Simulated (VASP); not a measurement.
# NaF (P6_3/mmc) in VASP: single point with PBE

Aim: the single point of NaF with PBE.

Program: VASP 6.6.1. These are calculated values, not measurements. Logs are shortened: lines on timing, memory, paths and dates and some standing lists are left out, and cuts for length are marked.

## 1. The cell of the first run

The structure is hexagonal, space group P6_3/mmc (No. 194). The conventional cell has a = 3.178 Å, b = 3.178 Å, c = 5.568 Å, α = 90.00°, β = 90.00°, γ = 120.00°. Within 3.0 Å of Na (site symmetry -3m) lie 6 F at 2.30 Å and 2 Na at 2.78 Å. Within 3.0 Å of F (site symmetry -6m2) lie 6 Na at 2.30 Å.

## 2. Single point, PBE

Input file INCAR:

```
PREC = Accurate
ENCUT = 520
EDIFF = 1E-6
ISMEAR = 0
SIGMA = 0.01
LREAL = False
LASPH = True
NELM = 60
ALGO = Normal
ISIF = 2
LWAVE = False
LCHARG = False
GGA = PE
NBANDS = 22
```

Input file KPOINTS:

```
Automatic mesh
0
Gamma
  6 6 4
```

Input file POSCAR:

```
NaF
1.0
    3.1775543043      0.0000000000      0.0000000000
   -1.5887771521      2.7518427494      0.0000000000
    0.0000000000      0.0000000000      5.5676310051
Na F
2 2
Direct
    0.0000000000      0.0000000000      0.0000000000
    0.0000000000      0.0000000000      0.5000000000
    0.3333333333      0.6666666667      0.2500000000
    0.6666666667      0.3333333333      0.7500000000
```

Potentials or basis: VASP PAW PBE potentials, release 64 (Na_pv, F).

Run with:

```console
cat potpaw_PBE.64/Na_pv/POTCAR potpaw_PBE.64/F/POTCAR > POTCAR
mpirun -np 1 vasp_std > vasp.out
```

OUTCAR:

```text
PREC = Accurate
   ENCUT = 520
   EDIFF = 1E-6
   ISMEAR = 0
   LREAL = False
   LASPH = True
   NELM = 60
   ISIF = 2
   GGA = PE

 ion  position               nearest neighbor table
   1  0.000  0.000  0.000-   3 2.30   4 2.30   3 2.30   4 2.30   4 2.30   3 2.30   2 2.78   2 2.78

   2  0.000  0.000  0.500-   3 2.30   4 2.30   3 2.30   4 2.30   4 2.30   3 2.30   1 2.78   1 2.78

   3  0.333  0.667  0.250-   1 2.30   2 2.30   1 2.30   2 2.30   1 2.30   2 2.30
   4  0.667  0.333  0.750-   1 2.30   2 2.30   1 2.30   2 2.30   1 2.30   2 2.30

  LATTYP: Found a hexagonal cell.
 ALAT       =     3.1775543043
 C/A-ratio  =     1.7521749345

  Lattice vectors:

 A1 = (   3.1775543043,   0.0000000000,   0.0000000000)
 A2 = (  -1.5887771521,   2.7518427494,   0.0000000000)
 A3 = (   0.0000000000,   0.0000000000,   5.5676310051)

Analysis of symmetry for initial positions (statically):
=====================================================================
 Subroutine PRICEL returns:
 Original cell was already a primitive cell.

 Routine SETGRP: Setting up the symmetry group for a
 hexagonal supercell.

 Subroutine GETGRP returns: Found 24 space group operations
 (whereof 12 operations were pure point group operations)
 out of a pool of 24 trial point group operations.

The static configuration has the point symmetry D_3d.
 The point group associated with its full space group is D_6h.

Analysis of symmetry for dynamics (positions and initial velocities):
=====================================================================
 Subroutine PRICEL returns:
 Original cell was already a primitive cell.

 Routine SETGRP: Setting up the symmetry group for a
 hexagonal supercell.

 Subroutine GETGRP returns: Found 24 space group operations
 (whereof 12 operations were pure point group operations)
 out of a pool of 24 trial point group operations.

The dynamic configuration has the point symmetry D_3d.
 The point group associated with its full space group is D_6h.

 Subroutine INISYM returns: Found 24 space group operations
 (whereof 12 operations are pure point group operations),
 and found     1 'primitive' translations

----------------------------------------------------------------------------------------

                                     Primitive cell

  volume of cell :      48.6841

  direct lattice vectors                    reciprocal lattice vectors
     3.177554304  0.000000000  0.000000000     0.314707446  0.181696429  0.000000000
    -1.588777152  2.751842749  0.000000000     0.000000000  0.363392857  0.000000000
     0.000000000  0.000000000  5.567631005     0.000000000  0.000000000  0.179609604

  length of vectors
     3.177554304  3.177554304  5.567631005     0.363392857  0.363392857  0.179609604

  position of ions in fractional coordinates (direct lattice)
     0.000000000  0.000000000  0.000000000
     0.000000000  0.000000000  0.500000000
     0.333333333  0.666666667  0.250000000
     0.666666667  0.333333333  0.750000000

  ion indices of the primitive-cell ions
   primitive index   ion index
                 1           1
                 2           2
                 3           3
                 4           4

----------------------------------------------------------------------------------------

 KPOINTS: Automatic mesh

Automatic generation of k-mesh.
 Grid dimensions read from file:
 generate k-points for:    6    6    4

 Generating k-lattice:

  Cartesian coordinates                     Fractional coordinates (reciprocal lattice)
     0.052451241  0.030282738  0.000000000     0.166666667  0.000000000  0.000000000
     0.000000000  0.060565476  0.000000000     0.000000000  0.166666667  0.000000000
     0.000000000  0.000000000  0.044902401     0.000000000  0.000000000  0.250000000

  Length of vectors
     0.060565476  0.060565476  0.044902401

  Shift w.r.t. Gamma in fractional coordinates (k-lattice)
     0.000000000  0.000000000  0.000000000

 Subroutine IBZKPT returns following result:
 ===========================================

 Found     21 irreducible k-points:

 Following reciprocal coordinates:
            Coordinates               Weight
  0.000000  0.000000  0.000000      1.000000
  0.166667  0.000000  0.000000      6.000000
  0.333333  0.000000  0.000000      6.000000
  0.500000  0.000000  0.000000      3.000000
  0.166667  0.166667  0.000000      6.000000
  0.333333  0.166667  0.000000     12.000000
[... 13 lines left out ...]
  0.333333  0.166667  0.500000     12.000000
  0.333333  0.333333  0.500000      2.000000
   k-points           NKPTS =     21   k-points in BZ     NKDIM =     21   number of bands    NBANDS=     22
   number of dos      NEDOS =    301   number of ions     NIONS =      4
   total plane-waves  NPLWV =  24192
   dimension x,y,z NGX =    24 NGY =   24 NGZ =   42
   dimension x,y,z NGXF=    48 NGYF=   48 NGZF=   84
   ions per type =               2   2
   NGX,Y,Z   is equivalent  to a cutoff of  12.56, 12.56, 12.54 a.u.
   NGXF,Y,Z  is equivalent  to a cutoff of  25.11, 25.11, 25.08 a.u.
 SYSTEM =  unknown system
   PREC   = accura    normal or accurate (medium, high low for compatibility)
   ISTART =      0    job   : 0-new  1-cont  2-samecut
   ICHARG =      2    charge: 1-file 2-atom 10-const
   ISPIN  =      1    spin polarized calculation?
   LNONCOLLINEAR =      F non collinear calculations
   LSORBIT =      F    spin-orbit coupling
   LASPH  =      T    aspherical Exc in radial PAW
   ENCUT  =  520.0 eV  38.22 Ry    6.18 a.u.   5.91  5.91 10.35*2*pi/ulx,y,z
   NELM   =     60;   NELMIN=  2; NELMDL= -5     # of ELM steps
   EDIFF  = 0.1E-05   stopping-criterion for ELM
   LREAL  =      F    real-space projection
   EDIFFG = 0.1E-04   stopping-criterion for IOM
   NSW    =      0    number of steps for IOM
   IBRION =     -1    ionic relax: 0-MD 1-quasi-New 2-CG
   NFREE  =      0    steps in history (QN), initial steepest desc. (CG)
   ISIF   =      2    stress and relaxation
   ISYM   =      2    0-nonsym 1-usesym 2-fastsym
   POTIM  = 0.5000    time-step for ionic-motion
   TEBEG  =    0.0;   TEEND  =   0.0 temperature during run
   PSTRESS=    0.0 pullay stress
   NELECT =      28.0000    total number of electrons
   NUPDOWN=      -1.0000    fix difference up-down
   EMIN   =  10.00;   EMAX   =-10.00  energy-range for DOS
   EFERMI =   0.00;   METHOD = LEGACY
   ISMEAR =     0;   SIGMA  =   0.01  broadening in eV -4-tet -1-fermi 0-gaus
   EFERMI_NEDOS =   21; number of points for ismear=-14 and -15
   IALGO  =     38    algorithm
   IMIX   =      4    mixing-type and parameters
     AMIX     =   0.40;   BMIX     =  1.00
     AMIX_MAG =   1.60;   BMIX_MAG =  1.00
  volume/ion in A,a.u.               =      12.17        82.13
  Fermi-wavevector in a.u.,A,eV,Ry     =   1.361440  2.572748 25.218654  1.853519
  Thomas-Fermi vector in A             =   2.488016
   LORBIT       =      0    0 simple, 1 ext, 2 COOP (PROOUT), +10 PAW based schemes
   GGA     = PE    functional components
   LHFCALC =     F    Hartree Fock is set to
   AEXX    =    0.0000 exact exchange contribution
   IVDW    =     0    specifies the selected vdW correction
   LEPSILON=     F    determine dielectric tensor
   LRPA    =     F    only Hartree local field effects (RPA)
 non-spin polarized calculation
 Gauss-broadening in eV      SIGMA  =   0.01
  energy-cutoff  :      520.00
  volume of cell :       48.68
 maximum number of plane-waves:      1325
 NGX is ok and might be reduce to    24
   NGX = 11   NGY = 11   NGZ = 21

 number of electron      28.0000008 magnetization

 Free energy of the ion-electron system (eV)
  ---------------------------------------------------
  ext. energy  EPLUGINS =         0.00000000
  ---------------------------------------------------
  free energy    TOTEN  =       -16.92308345 eV

  energy without entropy =      -16.92308345  energy(sigma->0) =      -16.92308345

 E-fermi :  -1.7917     XC(G=0):  -9.2558

 val. band max:       -1.8907749387   @ k =   0.0000   0.0000   0.0000
 cond. band min:       4.4488350999   @ k =   0.0000   0.0000   0.0000
 fundamental gap:      6.3396100386
 Fermi energy:        -1.7917081857

 k-point     1 :       0.0000    0.0000    0.0000
  band No.  band energies     occupation
      1     -21.9757      2.00000
      2     -21.1748      2.00000
      3     -21.0261      2.00000
      4     -21.0261      2.00000
      5     -20.9914      2.00000
      6     -20.9914      2.00000
[... 14 lines left out ...]
     21      19.2231      0.00000
     22      19.2231      0.00000

 k-point     2 :       0.1667    0.0000    0.0000
  band No.  band energies     occupation
      1     -21.8698      2.00000
      2     -21.4715      2.00000
      3     -21.0354      2.00000
      4     -21.0270      2.00000
      5     -20.9987      2.00000
      6     -20.9585      2.00000
[... 14 lines left out ...]
     21      18.3586      0.00000
     22      18.5478      0.00000

 k-point     3 :       0.3333    0.0000    0.0000
  band No.  band energies     occupation
      1     -21.7885      2.00000
      2     -21.4987      2.00000
      3     -21.0972      2.00000
      4     -21.0540      2.00000
      5     -21.0134      2.00000
      6     -20.9483      2.00000
[... 14 lines left out ...]
     21      18.5324      0.00000
     22      18.5545      0.00000

 k-point     4 :       0.5000    0.0000    0.0000
  band No.  band energies     occupation
      1     -21.8588      2.00000
      2     -21.2240      2.00000
      3     -21.1318      2.00000
      4     -21.0632      2.00000
      5     -21.0207      2.00000
      6     -20.9432      2.00000
[... 14 lines left out ...]
     21      18.1181      0.00000
     22      18.6437      0.00000

 k-point     5 :       0.1667    0.1667    0.0000
  band No.  band energies     occupation
      1     -21.6920      2.00000
      2     -21.6456      2.00000
      3     -21.0730      2.00000
      4     -21.0728      2.00000
      5     -21.0167      2.00000
      6     -20.9509      2.00000
[... 14 lines left out ...]
     21      17.9377      0.00000
     22      18.6158      0.00000

 k-point     6 :       0.3333    0.1667    0.0000
  band No.  band energies     occupation
      1     -21.7638      2.00000
      2     -21.4176      2.00000
      3     -21.1696      2.00000
      4     -21.1131      2.00000
      5     -21.0395      2.00000
      6     -20.9432      2.00000
[... 14 lines left out ...]
     21      16.6786      0.00000
     22      17.1367      0.00000

 k-point     7 :       0.3333    0.3333    0.0000
  band No.  band energies     occupation
      1     -21.5872      2.00000
      2     -21.5872      2.00000
      3     -21.2249      2.00000
      4     -21.0868      2.00000
      5     -21.0868      2.00000
      6     -20.9408      2.00000
[... 249 lines left out ...]
      6     -21.0337      2.00000
[... 14 lines left out ...]
     21      18.5729      0.00000
     22      18.5729      0.00000

 k-point    18 :       0.5000    0.0000    0.5000
  band No.  band energies     occupation
      1     -21.6128      2.00000
      2     -21.6128      2.00000
      3     -21.0952      2.00000
      4     -21.0952      2.00000
      5     -21.0420      2.00000
      6     -21.0420      2.00000
[... 14 lines left out ...]
     21      18.5765      0.00000
     22      18.5765      0.00000

 k-point    19 :       0.1667    0.1667    0.5000
  band No.  band energies     occupation
      1     -21.6290      2.00000
      2     -21.6290      2.00000
      3     -21.0913      2.00000
      4     -21.0913      2.00000
      5     -21.0399      2.00000
      6     -21.0399      2.00000
[... 14 lines left out ...]
     21      17.7598      0.00000
     22      17.7598      0.00000

 k-point    20 :       0.3333    0.1667    0.5000
  band No.  band energies     occupation
      1     -21.5962      2.00000
      2     -21.5962      2.00000
      3     -21.0957      2.00000
      4     -21.0957      2.00000
      5     -21.0700      2.00000
      6     -21.0700      2.00000
[... 14 lines left out ...]
     21      17.8181      0.00000
     22      17.8181      0.00000

 k-point    21 :       0.3333    0.3333    0.5000
  band No.  band energies     occupation
      1     -21.5709      2.00000
      2     -21.5709      2.00000
      3     -21.1142      2.00000
      4     -21.1142      2.00000
      5     -21.0843      2.00000
      6     -21.0843      2.00000
[... 14 lines left out ...]
     21      18.2228      0.00000
     22      18.2228      0.00000

------------------------ aborting loop because EDIFF is reached ----------------------------------------

  FORCE on cell =-STRESS in cart. coord.  units (eV):
  Direction    XX          YY          ZZ          XY          YZ          ZX
  --------------------------------------------------------------------------------------
  -------------------------------------------------------------------------------------
  Total        1.0390920      1.0390920      1.1286218      0.0000000      0.0000000     -0.0000000
  in kB       34.1961751     34.1961751     37.1425715      0.0000000      0.0000000     -0.0000000
  external PRESSURE =      35.1783073 kB  Pullay stress =       0.0000000 kB

 VOLUME and BASIS-vectors are now :
 -----------------------------------------------------------------------------
  energy-cutoff  :      520.00
  volume of cell :       48.68
      direct lattice vectors                 reciprocal lattice vectors
     3.177554304  0.000000000  0.000000000     0.314707446  0.181696429  0.000000000
    -1.588777152  2.751842749  0.000000000     0.000000000  0.363392857  0.000000000
     0.000000000  0.000000000  5.567631005     0.000000000  0.000000000  0.179609604

 POSITION                                       TOTAL-FORCE (eV/Angst)
 -----------------------------------------------------------------------------------
      0.00000      0.00000      0.00000        -0.000000      0.000000      0.000000
      0.00000      0.00000      2.78382         0.000000      0.000000      0.000000
     -0.00000      1.83456      1.39191        -0.000000      0.000000     -0.000000
      1.58878      0.91728      4.17572         0.000000     -0.000000     -0.000000
 -----------------------------------------------------------------------------------
    total drift:                               -0.000000      0.000000      0.000000

  FREE ENERGIE OF THE ION-ELECTRON SYSTEM (eV)
  ---------------------------------------------------
  free  energy   TOTEN  =       -16.9230834485 eV

  energy  without entropy=      -16.9230834485  energy(sigma->0) =      -16.92308345
```

Run time: 22 s. Hardware: 1 thread of Intel Xeon 8259CL, shared host; peak memory 0.16 GiB.

What came out:

```
Free energy            : -16.9231 eV
Pressure               : 3.5 GPa
Band gap on the k mesh : 6.34 eV
```

Caveat: the cell stands under pressure.
